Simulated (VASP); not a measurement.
# NiO: single point with LDA+U

The system is NiO.

```
CELL_PARAMETERS angstrom
0.00000 2.09131 2.09131
2.09131 0.00000 2.09131
4.18262 4.18262 0.00000
ATOMIC_POSITIONS crystal
Ni 0.00000 0.00000 0.00000
Ni 0.00000 0.00000 0.50000
O 0.50000 0.50000 0.25000
O 0.50000 0.50000 0.75000
```

```json
{
  "Program": "VASP 6.6.1",
  "Task": "single point",
  "Functional": "LDA",
  "Potentials or basis": "VASP PAW LDA potentials, release 64 (Ni, O)",
  "Cutoff": "520 eV",
  "k mesh": "8 × 8 × 8",
  "Occupations": "gaussian, width 0.05 eV",
  "Spin": "collinear spin, ferromagnetic start",
  "Starting moments": "[1.8, 1.8, 0.32, 0.32] μB",
  "Hubbard terms": "Ni d U = 4.0 eV"
}
```

```
Pressure                                              : -14.7 GPa
Band gap on the k mesh                                : 0.68 eV
Net moment                                            : 4.00 μB per cell
Site moments                                          : Ni +1.70; O +0.27 μB
Valence electrons inside the program's atomic spheres : Ni 9.02; O 4.97
```

Levels at points of the mesh, in eV from the valence-band top:
Spin up:
```
           k point  band 15  band 16  band 17  band 18  band 19  band 20  band 21  band 22
(0.00, 0.00, 0.00)    -2.08    -2.08     0.00     0.00     2.23     6.16    10.48    14.37
(0.50, 0.00, 0.00)    -3.24    -2.59     0.00     0.00     6.16     6.52    10.48    11.18
(0.00, 0.00, 0.50)    -0.86    -0.86    -0.86    -0.86     4.93     4.93    12.30    12.30
(0.50, 0.00, 0.50)    -1.77    -1.77    -1.35    -1.35     7.96     7.96    10.13    10.13
```
Spin down:
| k point | band 12 | band 13 | band 14 | band 15 | band 16 | band 17 |
| --- | --- | --- | --- | --- | --- | --- |
| (0.00, 0.00, 0.00) | -1.58 | -1.58 | -1.50 | 0.68 | 0.68 | 2.62 |
| (0.50, 0.00, 0.00) | -1.88 | -1.88 | -1.50 | 1.11 | 1.65 | 3.36 |
| (0.00, 0.00, 0.50) | -2.07 | -1.94 | -1.94 | 2.22 | 2.22 | 2.22 |
| (0.50, 0.00, 0.50) | -1.88 | -1.69 | -1.69 | 2.20 | 2.20 | 2.21 |

Eigenvalues of the final occupation matrices:
```
    site  spin  trace               eigenvalues
site 1 d     1   4.98  0.98 0.98 0.98 1.03 1.03
site 1 d     2   3.30  0.19 0.19 0.97 0.97 0.97
site 2 d     1   4.98  0.98 0.98 0.98 1.03 1.03
site 2 d     2   3.30  0.19 0.19 0.97 0.97 0.97
```

Wall time 91 s on 1 thread of AMD EPYC 9R45 96-Core Processor (Zen 5), on a shared host, peak memory 0.19 GiB.

Caveat: the cell stands under tension. The state reached can hang on the start; a lower one may exist.
